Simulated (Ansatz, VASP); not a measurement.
Sn2PbS3 in VASP and in Ansatz

```
Sn Pb S
1.0
    -4.20535   -0.01851   -0.00029
     2.07465   -5.99337    0.00241
     0.00259   -0.00422   12.56077
Sn Pb S
4 2 6
Direct
  0.40199 0.73531 0.58271
  0.40220 0.73503 0.91684
  0.67478 0.26466 0.41715
  0.67524 0.26461 0.08303
  0.38808 0.74346 0.24987
  0.65259 0.25676 0.75004
  0.10742 0.28831 0.25018
  0.12497 0.30330 0.57963
  0.12482 0.30314 0.92050
  0.81697 0.69677 0.42049
  0.81431 0.71198 0.74999
  0.81663 0.69666 0.07957
```

Change from the starting cell: cell x1, atoms moved at random (sigma 0.1 Å) and cell strained at random (1.5 %), then relaxed without symmetry.

Alike in both runs: functional PBE; k mesh 4 × 4 × 1; occupations gaussian, width 0.1 eV; no spin polarisation.

Ansatz relaxed the structure, and its values are those at the end. VASP's run is a single point on that final structure, the one shown.

```csv
,VASP,Ansatz
version,VASP 6.6.1,Ansatz 0.2.0
potentials or method,"VASP PAW PBE potentials, release 64 (Sn_d, Pb_d, S), cutoff 520 eV","scalar-relativistic, plane waves, PAW"
valence electrons in the cell,120,120
```

VASP gave:

- gap on the k mesh at the Fermi level (eV): 0.66
- least direct gap on the mesh (eV): 0.66
- pressure (GPa): 0.0
- rms of the force components (eV/Å): 0.009

Estimate Ansatz's values.

gap on the k mesh at the Fermi level (eV): 0.68; least direct gap on the mesh (eV): 0.68; pressure (GPa): 0.0; rms of the force components (eV/Å): 0.008.

The functional is the same, so the differences come from potentials, cutoffs and numerics.

The k mesh is coarse, so the values compare programs but aren't converged. Spin-orbit coupling is off throughout.
